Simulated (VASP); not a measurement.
A run of VASP 6.6.1 is set up as follows.

INCAR

```
SYSTEM = SnS2
ALGO = Normal
EDIFF = 1E-7
EDIFFG = -0.002
ENCUT = 500
GGA = PE
GGA_COMPAT = .False.
IBRION = 2
ISIF = 3
ISMEAR = 0
IVDW = 12
LASPH = .True.
LCHARG = .False.
LREAL = .False.
LWAVE = .False.
NELM = 120
NELMIN = 4
NSW = 80
PREC = Accurate
PSTRESS = 97.8
SIGMA = 0.01
```

KPOINTS

```
k-points
0
Gamma
  12 12 8
  0 0 0
```

The input POSCAR:

```
SnS2
1.0
    3.5740159785      0.0000000000      0.0000000000
   -1.7870079892      3.0951886309      0.0000000000
    0.0000000000      0.0000000000      5.1629835921
Sn S
1 2
Direct
    0.0000000000      0.0000000000      0.0000000000
    0.3333333333      0.6666666667      0.2843651404
    0.6666666667      0.3333333333      0.7156348596
```

Potentials or basis: VASP PAW PBE potentials, release 64 (Sn_d, S).

Command:

```bash
$ cat potpaw_PBE.64/Sn_d/POTCAR potpaw_PBE.64/S/POTCAR > POTCAR
$ mpirun -np 1 vasp_std > vasp.out
```

(1) Estimate the relaxed volume.

(2) Predict the space group after relaxing (to 0.1 Å).

(3) Estimate the band gap on the k mesh.

Results:

(1) 19.00 Å³/atom.

(2) P-3m1 (No. 164).

(3) 0.52 eV (least direct gap 1.59 eV).

Caveat: the cell is relaxed towards a set pressure, so the run minimises the enthalpy, not the energy; semilocal functionals underestimate gaps, and a narrow one can read as zero; spin-orbit coupling is left out, which moves the levels of the heavy elements.
